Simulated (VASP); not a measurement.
SnS2, 9 atoms in the cell. The cell holds a slab with vacuum, 9 atoms: a = 3.676 Å, b = 3.676 Å, c = 33.261 Å, α = 90.00°, β = 90.00°, γ = 120.00°. 

```yaml
Program: VASP 6.6.1
Task: single point
Functional: PBEsol
Dispersion: D3(BJ)
Potentials_or_basis: VASP PAW PBE potentials, release 64 (S, Sn_d)
Cutoff: 520 eV
k_mesh: 9 × 9 × 1
Occupations: gaussian, width 0.05 eV
Spin: no spin polarisation
Dipole_correction: yes
Further_INCAR_settings: ALGO = Normal; EDIFF = 1e-06; NBANDS = 49
```

Potentials or basis: VASP PAW PBE potentials, release 64 (S, Sn_d).

Launch:

```console
$ cat potpaw_PBE.64/S/POTCAR potpaw_PBE.64/Sn_d/POTCAR > POTCAR
$ mpirun -np 1 vasp_std > vasp.out
```

Hardware: 1 thread of AMD EPYC 7R13 (shared host).

Task: How long does it take, and how much memory?

Result: Wall time 12 min on 1 thread of AMD EPYC 7R13, on a shared host, peak memory 0.5 GiB. Counts: scf iterations 23, k points 12.
